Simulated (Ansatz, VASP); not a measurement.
Two plane-wave programs on WS2

INCAR

```
  PREC = Accurate
  ENCUT = 520
  EDIFF = 1E-7
  ISMEAR = -1
  SIGMA = 0.05
  LREAL = F
  LASPH = T
  NELM = 60
  ALGO = Normal
  ISIF = 2
  LWAVE = F
  LCHARG = F
  GGA = PE
  NBANDS = 35
```

KPOINTS

```
Automatic mesh
0
Gamma
  5 5 1
```

Contents of POSCAR:

```
WS2
1.0
    3.1832100000      0.0000000000      0.0000000000
   -1.5916000000      2.7567400000      0.0000000000
    0.0000000000      0.0000000000     23.6687600000
W S
2 4
Direct
    0.3333333333      0.6666666667      0.6373200000
    0.6666666667      0.3333333333      0.3626800000
    0.3333333333      0.6666666667      0.2968200000
    0.6666666667      0.3333333333      0.5714400000
    0.3333333333      0.6666666667      0.4285600000
    0.6666666667      0.3333333333      0.7031800000
```

Input for Ansatz:

```yaml
crystal:
  lattice:
    - [3.18321, 0.0, 0.0]
    - [-1.5916, 2.75674, 0.0]
    - [0.0, 0.0, 23.66876]
  atoms:
    - { symbol: W, position: [0.3333333333333333, 0.6666666666666666, 0.63732] }
    - { symbol: W, position: [0.6666666666666666, 0.3333333333333333, 0.36268] }
    - { symbol: S, position: [0.3333333333333333, 0.6666666666666666, 0.29682] }
    - { symbol: S, position: [0.6666666666666666, 0.3333333333333333, 0.57144] }
    - { symbol: S, position: [0.3333333333333333, 0.6666666666666666, 0.42856] }
    - { symbol: S, position: [0.6666666666666666, 0.3333333333333333, 0.70318] }
basis:
  ecutwfc: 476.19925930478996
kpoints:
  mp_grid:
    grid: [5, 5, 1]
hamiltonian:
  xc: pbe
scf:
  occupations:
    method: fermi_dirac
    width: 0.05
output:
  forces: true
  stress: true
```

Alike in both runs: task single point; functional PBE; k mesh 5 × 5 × 1; occupations fermi-dirac, width 0.05 eV; no spin polarisation.

```csv
,VASP,Ansatz
version,VASP 6.6.1,Ansatz 0.2.0
potentials or method,"VASP PAW PBE potentials, release 64 (W_sv, S), cutoff 520 eV","plane waves, PAW"
valence electrons in the cell,52,52
```

VASP gave:

```
rms of the force components (eV/Å) : 0.118
```

Task: Estimate Ansatz's values.

Result: rms of the force components (eV/Å): 0.117.

Atom by atom the forces differ by 0.002 eV/Å (rms over components). The functional is the same, so the differences come from potentials, cutoffs and numerics.

The k mesh is coarse, so the values compare programs but aren't converged. Neither program's run includes spin-orbit coupling.
